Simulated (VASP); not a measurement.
# AlN (R3m) in VASP: further runs, part 2 of 2

VASP 6.6.1. Earlier steps stand in the parts before.

### 4 Single point, LDA

INCAR

```
SYSTEM = AlN
ALGO = Normal
EDIFF = 1E-6
ENCUT = 520
GGA = CA
ISIF = 2
ISMEAR = 0
LASPH = .True.
LCHARG = .False.
LREAL = .False.
LWAVE = .False.
NBANDS = 11
NELM = 60
PREC = Accurate
SIGMA = 0.05
```

KPOINTS

```
k-points
0
Gamma
  10 10 10
  0 0 0
```

POSCAR

```
AlN
1.0
    0.0000000000      2.1839935596      2.1839935596
    2.1839935596      0.0000000000      2.1839935596
    2.1839935596      2.1839935596      0.0000000000
Al N
1 1
Direct
   -0.0396532948     -0.0396532948     -0.0396532948
    0.7500000000      0.7500000000      0.7500000000
```

Potentials or basis: VASP PAW LDA potentials, release 64 (Al, N).

Run with:

```
$ cat potpaw_LDA.64/Al/POTCAR potpaw_LDA.64/N/POTCAR > POTCAR
$ mpirun -np 1 vasp_std > vasp.out
```

OUTCAR:

```text
SYSTEM = AlN
   EDIFF = 1E-6
   ENCUT = 520
   GGA = CA
   ISIF = 2
   ISMEAR = 0
   LASPH = .True.
   LREAL = .False.
   NELM = 60
   PREC = Accurate

 ion  position               nearest neighbor table
   1  0.960  0.960  0.960-   2 1.59   2 2.01   2 2.01   2 2.01
   2  0.750  0.750  0.750-   1 1.59   1 2.01   1 2.01   1 2.01

  LATTYP: Found a face centered cubic cell.
 ALAT       =     4.3679871192

  Lattice vectors:

 A1 = (   0.0000000000,   2.1839935596,   2.1839935596)
 A2 = (   2.1839935596,   0.0000000000,   2.1839935596)
 A3 = (   2.1839935596,   2.1839935596,   0.0000000000)
[... 512 lines left out ...]
      7      17.0610      0.00000
      8      17.2999      0.00000
      9      22.9298      0.00000
     10      24.9009      0.00000
     11      25.6181      0.00000

 [... further k-points ...]
[... 5 lines left out ...]
  --------------------------------------------------------------------------------------
  -------------------------------------------------------------------------------------
  Total        1.9274636      1.9274636      1.9274636      3.4051962      3.4051962      3.4051962
  in kB      148.2220144    148.2220144    148.2220144    261.8597034    261.8597034    261.8597034
  external PRESSURE =     148.2220144 kB  Pullay stress =       0.0000000 kB

 VOLUME and BASIS-vectors are now :
 -----------------------------------------------------------------------------
  energy-cutoff  :      520.00
  volume of cell :       20.83
      direct lattice vectors                 reciprocal lattice vectors
     0.000000000  2.183993560  2.183993560    -0.228938404  0.228938404  0.228938404
     2.183993560  0.000000000  2.183993560     0.228938404 -0.228938404  0.228938404
     2.183993560  2.183993560  0.000000000     0.228938404  0.228938404 -0.228938404

 POSITION                                       TOTAL-FORCE (eV/Angst)
 -----------------------------------------------------------------------------------
      4.19478      4.19478      4.19478         5.246353      5.246353      5.246353
      3.27599      3.27599      3.27599        -5.246353     -5.246353     -5.246353
 -----------------------------------------------------------------------------------
    total drift:                               -0.000610     -0.000610     -0.000611

  FREE ENERGIE OF THE ION-ELECTRON SYSTEM (eV)
  ---------------------------------------------------
  free  energy   TOTEN  =       -15.2964295827 eV

  energy  without entropy=      -15.2964295827  energy(sigma->0) =      -15.29642958
```

OSZICAR:

```text
N       E                     dE             d eps       ncg     rms          rms(c)
DAV:   1     0.101091615095E+02    0.10109E+02   -0.39353E+03  2608   0.612E+02
DAV:   2    -0.174859996310E+02   -0.27595E+02   -0.26402E+02  3004   0.128E+02
DAV:   3    -0.182844986429E+02   -0.79850E+00   -0.79750E+00  3121   0.206E+01
DAV:   4    -0.182878992203E+02   -0.34006E-02   -0.34004E-02  2825   0.162E+00
DAV:   5    -0.182879285911E+02   -0.29371E-04   -0.29371E-04  3077   0.146E-01    0.950E+00
DAV:   6    -0.153900263693E+02    0.28979E+01   -0.15046E+01  2804   0.190E+01    0.321E+00
DAV:   7    -0.153308494565E+02    0.59177E-01   -0.12899E-01  2993   0.278E+00    0.209E+00
DAV:   8    -0.152970791011E+02    0.33770E-01   -0.50036E-02  2813   0.187E+00    0.352E-01
DAV:   9    -0.152964823352E+02    0.59677E-03   -0.41275E-03  2975   0.421E-01    0.180E-01
DAV:  10    -0.152964272173E+02    0.55118E-04   -0.39307E-04  2831   0.144E-01    0.309E-02
DAV:  11    -0.152964295573E+02   -0.23400E-05   -0.44043E-05  2873   0.495E-02    0.343E-02
DAV:  12    -0.152964295827E+02   -0.25399E-07   -0.14131E-06  2468   0.810E-03
   1 F= -.15296430E+02 E0= -.15296430E+02  d E =-.388282E-18
```

stdout:

```text
POSCAR found type information on POSCAR AlN
 POSCAR found :  2 types and       2 ions
 scaLAPACK will be used
 LDA part: xc-table for (Slater(with rela. corr.)+CA(PZ))
 , standard interpolation
 POSCAR, INCAR and KPOINTS ok, starting setup
 FFT: planning ... GRIDC
 FFT: planning ... GRID_SOFT
 FFT: planning ... GRID
 WAVECAR not read
 entering main loop
```

Wall time 48 s (1 thread of AMD EPYC 7R13, shared host); peak memory 0.11 GiB.

What came out:

```yaml
Free_energy: -15.2964 eV
Pressure: 14.8 GPa
Largest_force: 9.087 eV/Å
Band_gap_on_the_k_mesh: 2.88 eV, indirect (least direct gap 3.74 eV)
```

Forces in eV/Å, atoms in the order of the input:
```
Al   5.246  5.246  5.246
N   -5.246 -5.246 -5.246
```

Levels at points of the mesh, in eV from the valence-band top:
```
           k point  band 1  band 2  band 3  band 4  band 5  band 6  band 7  band 8
(0.00, 0.00, 0.00)  -15.17   -1.21    0.00    0.00    3.74   11.93   11.93   12.33
(0.50, 0.00, 0.00)  -13.10   -6.11   -1.37   -0.52    6.69    9.27   10.17   11.39
(0.50, 0.50, 0.50)  -13.03   -6.50   -0.49   -0.49    6.56    8.90   10.85   10.85
(0.50, 0.50, 0.00)  -12.44   -5.29   -2.29   -1.86    2.88    7.78   12.82   15.28
```

Caveat: the cell differs from its parent crystal (all Al atoms moved +0.300 Å, as atom 1 towards its neighbour atom 2 (N) at 1.891 Å); forces of over 1 eV/Å act on the atoms, so gaps and moduli don't describe the material at rest.

### 5 Single point, LDA

INCAR

```
PREC = Accurate ; ENCUT = 520
EDIFF = 1E-6 ; ISMEAR = 0
SIGMA = 0.05 ; LREAL = False
LASPH = True ; NELM = 60
ALGO = Normal ; ISIF = 2
LWAVE = False ; LCHARG = True
GGA = CA ; LELF = True
LVHAR = True ; NBANDS = 11
```

KPOINTS

```
regular mesh
0
Gamma
  10 10 10
```

POSCAR, as its differences from that of step 4:

```diff
@@ -8,3 +8,3 @@
 Direct
-   -0.0396532948     -0.0396532948     -0.0396532948
+    0.0297399711      0.0297399711      0.0297399711
     0.7500000000      0.7500000000      0.7500000000
```

Run with:

```
$ cat potpaw_LDA.64/Al/POTCAR potpaw_LDA.64/N/POTCAR > POTCAR
$ mpirun -np 1 vasp_std > vasp.out
```

Run time: 52 s. Hardware: 1 thread of AMD EPYC 7R13, shared host; peak memory 0.11 GiB.

It converged, with:

| Item | Value |
| --- | --- |
| Free energy | -16.1187 eV |
| Pressure | 1.3 GPa |
| Largest force | 1.837 eV/Å |
| Band gap on the k mesh | 2.57 eV, indirect (least direct gap 3.47 eV) |

Forces on the atoms (eV/Å):
```
Al  -1.061 -1.061 -1.061
N    1.061  1.061  1.061
```

Stress tensor (GPa, compression positive):
```
 1.31 -5.02 -5.02
-5.02  1.31 -5.02
-5.02 -5.02  1.31
```

Levels at points of the mesh, in eV from the valence-band top:
```csv
k point,band 1,band 2,band 3,band 4,band 5,band 6,band 7,band 8,band 9
"(0.00, 0.00, 0.00)",-15.47,-0.98,-0.98,0.00,3.47,11.72,11.72,11.75,16.72
"(0.50, 0.00, 0.00)",-13.34,-6.65,-1.41,-0.62,6.39,8.90,10.25,10.66,16.75
"(0.50, 0.50, 0.50)",-13.41,-6.24,-1.44,-1.44,6.80,9.21,10.19,10.19,16.73
"(0.50, 0.50, 0.00)",-12.70,-5.62,-2.66,-2.15,2.57,7.58,12.84,14.85,15.14
```

Caveat: the cell differs from its parent crystal (all Al atoms moved -0.225 Å, as atom 1 towards its neighbour atom 2 (N) at 1.891 Å); forces of over 1 eV/Å act on the atoms, so gaps and moduli don't describe the material at rest. A k mesh can miss the band edges.

### 6 Single point, LDA

INCAR

```
SYSTEM = AlN
PREC = Accurate ; ENCUT = 520
EDIFF = 1E-7 ; ISMEAR = 0
SIGMA = 0.05 ; LREAL = .False.
LASPH = .True. ; NELM = 80
ALGO = Normal ; ISIF = 2
LWAVE = .False. ; LCHARG = .False.
GGA = CA ; NBANDS = 11
```

KPOINTS

```
regular mesh
0
Gamma
  10 10 10
  0 0 0
```

POSCAR, as its differences from that of step 5:

```diff
@@ -8,3 +8,3 @@
 Direct
-    0.0297399711      0.0297399711      0.0297399711
+   -0.0346966329     -0.0346966329     -0.0346966329
     0.7500000000      0.7500000000      0.7500000000
```

Potentials or basis: VASP PAW LDA potentials, release 64 (Al, N).

Run with:

```
$ cat potpaw_LDA.64/Al/POTCAR potpaw_LDA.64/N/POTCAR > POTCAR
$ mpirun -np 1 vasp_std > vasp.out
```

Run time: 51 s. Hardware: 1 thread of AMD EPYC 7R13, shared host; peak memory 0.11 GiB.

The run converged. Its results:

| Quantity | Value |
| --- | --- |
| Free energy | -15.6013 eV |
| Pressure | 9.9 GPa |
| Largest force | 7.223 eV/Å |
| Band gap on the k mesh | 2.90 eV, indirect (least direct gap 3.79 eV) |

Forces in eV/Å, atoms in the order of the input:
```
Al   4.170  4.170  4.170
N   -4.170 -4.170 -4.170
```

Stress tensor (GPa, compression positive):
```
 9.89 20.61 20.61
20.61  9.89 20.61
20.61 20.61  9.89
```

Levels at points of the mesh, in eV from the valence-band top:
```csv
k point,band 1,band 2,band 3,band 4,band 5,band 6,band 7,band 8,band 9
"(0.00, 0.00, 0.00)",-15.15,-1.09,0.00,0.00,3.79,11.96,11.96,12.29,16.86
"(0.50, 0.00, 0.00)",-13.07,-6.10,-1.31,-0.52,6.78,9.33,10.23,11.28,16.80
"(0.50, 0.50, 0.50)",-13.00,-6.47,-0.49,-0.49,6.64,9.01,10.84,10.84,17.04
"(0.50, 0.50, 0.00)",-12.40,-5.28,-2.27,-1.86,2.90,7.86,12.98,15.28,15.29
```

Caveat: the cell differs from its parent crystal (all Al atoms moved +0.263 Å, as atom 1 towards its neighbour atom 2 (N) at 1.891 Å); forces of over 1 eV/Å act on the atoms, so gaps and moduli don't describe the material at rest. A k mesh can miss the band edges.
